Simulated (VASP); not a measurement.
# Al (Pmmm) in VASP: relaxation of cell and atoms with PBE

Aim: the relaxation of cell and atoms of Al with PBE.

Everything below comes from runs of VASP 6.6.1. Logs are shortened: lines on timing, memory, paths and dates and some standing lists are left out, and cuts for length are marked.

## 1. The cell of the first run

The structure is orthorhombic, space group Pmmm (No. 47). Conventional cell: a = 2.731 Å, b = 5.645 Å, c = 6.984 Å, α = 90.00°, β = 90.00°, γ = 90.00°. Al (site symmetry m2m) has 6 Al at 2.64 to 2.99 Å within 3.5 Å. Al (site symmetry mm2) has 5 Al at 2.62 to 2.73 Å within 3.5 Å.

## 2. Relaxation of cell and atoms, PBE

File INCAR:

```
SYSTEM = Al
  ALGO = Normal
  EDIFF = 1E-7
  EDIFFG = -0.01
  ENCUT = 600
  GGA = PE
  IBRION = 2
  ISIF = 3
  ISMEAR = 0
  LASPH = .TRUE.
  LCHARG = .FALSE.
  LREAL = .FALSE.
  LWAVE = .FALSE.
  NELM = 100
  NSW = 100
  PREC = Accurate
  SIGMA = 0.1
```

File KPOINTS:

```
k-points
0
G
  16 8 8
  0 0 0
```

File POSCAR:

```
Al
1.0
    2.7305687802      0.0000000000      0.0000000000
    0.0000000000      5.6449518072      0.0000000000
    0.0000000000      0.0000000000      6.9838293200
Al
4
Direct
    0.0000000000      0.2644985605      0.0000000000
    0.0000000000      0.7355014395      0.0000000000
    0.0000000000      0.0000000000      0.6875201930
    0.0000000000      0.0000000000      0.3124798070
```

Potentials or basis: VASP PAW PBE potentials, release 64 (Al).

On the command line:

```console
$ cat potpaw_PBE.64/Al/POTCAR > POTCAR
$ mpirun -np 1 vasp_std > vasp.out
```

OUTCAR:

```text
SYSTEM = Al
   EDIFF = 1E-7
   EDIFFG = -0.01
   ENCUT = 600
   GGA = PE
   IBRION = 2
   ISIF = 3
   ISMEAR = 0
   LASPH = .TRUE.
   LREAL = .FALSE.
   NELM = 100
   NSW = 100
   PREC = Accurate

 ion  position               nearest neighbor table
   1  0.000  0.264  0.000-   3 2.64   4 2.64   2 2.66   2 2.99
   2  0.000  0.736  0.000-   3 2.64   4 2.64   1 2.66   1 2.99
   3  0.000  0.000  0.688-   4 2.62   2 2.64   1 2.64
   4  0.000  0.000  0.312-   3 2.62   2 2.64   1 2.64

  LATTYP: Found a simple orthorhombic cell.
 ALAT       =     2.7305687802
 B/A-ratio  =     2.0673172008
 C/A-ratio  =     2.5576463668

  Lattice vectors:

 A1 = (   2.7305687802,   0.0000000000,   0.0000000000)
 A2 = (   0.0000000000,   5.6449518072,   0.0000000000)
 A3 = (   0.0000000000,   0.0000000000,   6.9838293200)

Analysis of symmetry for initial positions (statically):
=====================================================================
 Subroutine PRICEL returns:
 Original cell was already a primitive cell.

 Routine SETGRP: Setting up the symmetry group for a
 simple orthorhombic supercell.

 Subroutine GETGRP returns: Found  8 space group operations
 (whereof  8 operations were pure point group operations)
 out of a pool of  8 trial point group operations.

The static configuration has the point symmetry D_2h.

Analysis of symmetry for dynamics (positions and initial velocities):
=====================================================================
 Subroutine PRICEL returns:
 Original cell was already a primitive cell.

 Routine SETGRP: Setting up the symmetry group for a
 simple orthorhombic supercell.

 Subroutine GETGRP returns: Found  8 space group operations
 (whereof  8 operations were pure point group operations)
 out of a pool of  8 trial point group operations.

The dynamic configuration has the point symmetry D_2h.

 Subroutine INISYM returns: Found  8 space group operations
 (whereof  8 operations are pure point group operations),
 and found     1 'primitive' translations

----------------------------------------------------------------------------------------

                                     Primitive cell

  volume of cell :     107.6483

  direct lattice vectors                    reciprocal lattice vectors
     2.730568780  0.000000000  0.000000000     0.366224066  0.000000000  0.000000000
     0.000000000  5.644951807  0.000000000     0.000000000  0.177149431  0.000000000
     0.000000000  0.000000000  6.983829320     0.000000000  0.000000000  0.143187921

[... 120 lines left out ...]
 Gauss-broadening in eV      SIGMA  =   0.10
  energy-cutoff  :      600.00
  volume of cell :      107.65
 maximum number of plane-waves:      3648
 NGX is ok and might be reduce to    24
   NGX = 11   NGY = 23   NGZ = 27

--------------------------------------- Ionic step        1  -------------------------------------------

 number of electron      12.0000000 magnetization

 Free energy of the ion-electron system (eV)
  ---------------------------------------------------
  ext. energy  EPLUGINS =         0.00000000
  ---------------------------------------------------
  free energy    TOTEN  =       -12.77336887 eV

  energy without entropy =      -12.76226429  energy(sigma->0) =      -12.76781658

------------------------ aborting loop because EDIFF is reached ----------------------------------------

  FORCE on cell =-STRESS in cart. coord.  units (eV):
  Direction    XX          YY          ZZ          XY          YZ          ZX
  --------------------------------------------------------------------------------------
  -------------------------------------------------------------------------------------
  Total       -0.6827959      0.6725971      0.7229298      0.0000000      0.0000000      0.0000000
  in kB      -10.1623588     10.0105655     10.7596900      0.0000000      0.0000000      0.0000000
  external PRESSURE =       3.5359656 kB  Pullay stress =       0.0000000 kB
[... 95 lines left out ...]
  FREE ENERGIE OF THE ION-ELECTRON SYSTEM (eV)
  ---------------------------------------------------
  free  energy   TOTEN  =       -12.7892993159 eV

  energy  without entropy=      -12.7806560901  energy(sigma->0) =      -12.78497770

[... ionic steps 4 to 25 ...]

--------------------------------------- Ionic step       26  -------------------------------------------

 number of electron      12.0000000 magnetization

------------------------ aborting loop because EDIFF is reached ----------------------------------------
[... 71 lines left out ...]
--------------------------------------- Ionic step       28  -------------------------------------------

 number of electron      12.0000000 magnetization

 Free energy of the ion-electron system (eV)
  ---------------------------------------------------
  ext. energy  EPLUGINS =         0.00000000
  ---------------------------------------------------
  free energy    TOTEN  =       -12.82545762 eV

  energy without entropy =      -12.81803035  energy(sigma->0) =      -12.82174399

 E-fermi :   3.2153     XC(G=0):  -7.7751

 val. band max:        3.2121506034   @ k =   0.0000   0.0000   0.5000
 cond. band min:       3.2191938853   @ k =   0.0000   0.5000   0.1250
 fundamental gap:      0.0070432818
 Fermi energy:         3.2152587021

 k-point     1 :       0.0000    0.0000    0.0000
  band No.  band energies     occupation
      1      -5.7812      2.00000
      2      -2.7783      2.00000
      3      -2.1538      2.00000
      4      -2.1452      2.00000
      5      -0.4401      2.00000
      6       1.9216      2.00000
      7       3.8210      0.00000
      8       3.8249      0.00000
      9       6.2333      0.00000
     10       8.2548      0.00000
[... 287 lines left out ...]
 k-point    24 :       0.3125    0.2500    0.0000
  band No.  band energies     occupation
      1      -3.7120      2.00000
      2      -1.6882      2.00000
      3      -0.2136      2.00000
      4       0.0758      2.00000
      5       2.1168      2.00000
      6       3.1460      1.67258
      7       3.4747      0.00024
      8       4.8921      0.00000
      9       5.4996      0.00000
     10       5.9390      0.00000

 [... further k-points ...]

------------------------ aborting loop because EDIFF is reached ----------------------------------------

  FORCE on cell =-STRESS in cart. coord.  units (eV):
  Direction    XX          YY          ZZ          XY          YZ          ZX
  --------------------------------------------------------------------------------------
  -------------------------------------------------------------------------------------
  Total       -0.0082485     -0.0018236     -0.0041858      0.0000000      0.0000000      0.0000000
  in kB       -0.1193577     -0.0263887     -0.0605695      0.0000000      0.0000000      0.0000000
  external PRESSURE =      -0.0687720 kB  Pullay stress =       0.0000000 kB
[... 19 lines left out ...]
  FREE ENERGIE OF THE ION-ELECTRON SYSTEM (eV)
  ---------------------------------------------------
  free  energy   TOTEN  =       -12.8254576182 eV

  energy  without entropy=      -12.8180303533  energy(sigma->0) =      -12.82174399

 reached required accuracy - stopping structural energy minimisation
```

OSZICAR:

```text
N       E                     dE             d eps       ncg     rms          rms(c)
DAV:   1     0.139055254249E+02    0.13906E+02   -0.43615E+03  4500   0.101E+03
DAV:   2    -0.119811671127E+02   -0.25887E+02   -0.24768E+02  6004   0.974E+01
DAV:   3    -0.130312805756E+02   -0.10501E+01   -0.10157E+01  5924   0.190E+01
DAV:   4    -0.130538957167E+02   -0.22615E-01   -0.22541E-01  5746   0.313E+00
[... 258 lines left out ...]
DAV:   1    -0.128255296855E+02   -0.13205E-03   -0.28259E-03  4676   0.296E-01    0.311E-02
DAV:   2    -0.128254633820E+02    0.66304E-04   -0.35840E-04  4910   0.109E-01    0.153E-02
DAV:   3    -0.128254591769E+02    0.42051E-05   -0.22009E-05  6108   0.294E-02    0.813E-03
DAV:   4    -0.128254576203E+02    0.15566E-05   -0.44544E-06  4874   0.113E-02    0.164E-03
DAV:   5    -0.128254576182E+02    0.20809E-08   -0.56431E-07  5128   0.458E-03
  28 F= -.12825458E+02 E0= -.12821744E+02  d E =-.112316E-03
```

CONTCAR:

```text
Al
   1.00000000000000
     2.7169509485843402   -0.0000000000000000    0.0000000000000000
     0.0000000000000000    6.3795091154552841    0.0000000000000000
     0.0000000000000000    0.0000000000000000    6.3880013228881314
  Al
     4
Direct
     0.0000000000000000    0.2933507979458889    0.0000000000000000
     0.0000000000000000    0.7066492020541106    0.0000000000000000
     0.0000000000000000    0.0000000000000000    0.7063881360949995
     1.0000000000000000    0.0000000000000000    0.2936118639050003

  0.00000000E+00  0.00000000E+00  0.00000000E+00
  0.00000000E+00  0.00000000E+00  0.00000000E+00
  0.00000000E+00  0.00000000E+00  0.00000000E+00
  0.00000000E+00  0.00000000E+00  0.00000000E+00
```

Run time: 47 min. Hardware: 1 thread of Intel Xeon Platinum 8488C (Sapphire Rapids), shared host; peak memory 0.42 GiB.

Results:

```yaml
Free_energy: -12.8255 eV
Relaxed_volume: 27.68 Å³/atom
Relaxed_cell: a = 2.717 Å, b = 6.380 Å, c = 6.388 Å, α = 90.00°, β = 90.00°, γ = 90.00°
Space_group_after_relaxing_to_0.05_Å: P4/mmm (No. 123)
Energy_gained_by_relaxing: 13.0 meV/atom
Ionic_steps: 28
Pressure_after_relaxing: 0.0 GPa
Largest_force_after_relaxing: 0.004 eV/Å
Band_gap_on_the_k_mesh: zero (band 6 reaches 3.64 eV, above the bottom of band 7 at 2.07 eV)
```

Forces on the atoms (eV/Å):
```
Al   0.000  0.004  0.000
Al   0.000 -0.004  0.000
Al   0.000  0.000 -0.002
Al   0.000  0.000  0.002
```

Step by step:
```tsv
step	energy change (eV)	largest force (eV/Å)	pressure (GPa)	volume (Å³)
1	0.0000	0.1922	0.35	107.65
2	-0.0145	0.1035	0.04	108.57
3	-0.0159	0.1408	-0.05	108.92
4	-0.0186	0.0905	0.03	108.90
5	-0.0208	0.0742	0.22	108.84
6	-0.0227	0.0800	0.12	109.18
7	-0.0245	0.0953	-0.09	109.94
8	-0.0266	0.0642	-0.11	110.11
9	-0.0300	0.0665	-0.17	110.57
10	-0.0301	0.0859	-0.17	110.64
11	-0.0315	0.0776	0.10	110.15
12	-0.0316	0.0757	0.16	110.04
13	-0.0329	0.0354	0.13	110.36
14	-0.0332	0.0760	0.11	110.61
15	-0.0345	0.0560	-0.15	111.44
16	-0.0351	0.0278	-0.51	112.57
17	-0.0354	0.0242	-0.54	112.66
18	-0.0362	0.0134	-0.63	112.93
19	-0.0373	0.0267	-0.82	113.46
20	-0.0394	0.0341	-0.79	113.34
21	-0.0447	0.0637	-0.72	112.97
22	-0.0464	0.1750	-0.52	112.17
23	-0.0472	0.1313	-0.60	112.49
24	-0.0497	0.0934	-0.42	111.94
25	-0.0520	0.0205	-0.03	110.82
26	-0.0520	0.0249	0.01	110.71
27	-0.0520	0.0187	0.00	110.72
28	-0.0521	0.0038	-0.01	110.72
```

Final structure:
```
Al
1.0
     2.71695    0.00000    0.00000
     0.00000    6.37951    0.00000
     0.00000    0.00000    6.38800
Al
4
Direct
  0.00000 0.29335 0.00000
  0.00000 0.70665 0.00000
  0.00000 0.00000 0.70639
  0.00000 0.00000 0.29361
```

Levels at points of the mesh, in eV from the Fermi level:
```
           k point  band 3  band 4  band 5  band 6  band 7  band 8  band 9  band 10
(0.00, 0.00, 0.00)   -5.37   -5.36   -3.66   -1.29    0.61    0.61    3.02     5.04
(0.50, 0.00, 0.00)   -1.44   -1.03   -0.77   -0.75   -0.52   -0.52   -0.07     2.26
(0.00, 0.50, 0.00)   -5.26   -4.88   -2.19   -1.67    0.01    0.79    3.39     3.78
(0.50, 0.50, 0.00)   -2.79   -2.28   -0.68   -0.59   -0.47    0.19    1.50     1.84
(0.00, 0.00, 0.50)   -5.25   -4.88   -2.19   -1.69    0.00    0.79    3.39     3.77
(0.50, 0.00, 0.50)   -2.80   -2.29   -0.68   -0.58   -0.46    0.19    1.50     1.83
(0.00, 0.50, 0.50)   -7.33   -2.94   -1.27   -1.26   -1.14    0.99    2.31     3.70
(0.50, 0.50, 0.50)   -2.73   -2.73   -2.26   -2.25    0.86    2.15    2.16     2.24
```
